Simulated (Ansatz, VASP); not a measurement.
One calculation of RuS, two programs

```
Ru S
1.0
     0.00000    2.74611    2.74611
     2.74611    0.00000    2.74611
     2.74611    2.74611    0.00000
Ru S
1 1
Cartesian
  0.0000 0.0000 0.0000
  1.3731 1.3731 1.3731
```

Alike in both runs: task single point; functional PBE; k mesh 10 × 10 × 10; occupations gaussian, width 0.05 eV; no spin polarisation.

```csv
,VASP,Ansatz
version,VASP 6.6.1,Ansatz 0.2.0
potentials or method,"VASP PAW PBE potentials, release 64 (Ru_pv, S), cutoff 520 eV","scalar-relativistic, plane waves, PAW"
valence electrons in the cell,20,22
```

```csv
,VASP,Ansatz,Ansatz less VASP
gap on the k mesh at the Fermi level (eV),none,none,-
pressure (GPa),-16.1,-16.1,+0.04
```

A gap of «none» marks a metal or a gap that the smearing closes. VASP's potentials hold 20 valence electrons a cell and Ansatz's 22, so a difference there can come from the potentials and not from the codes.
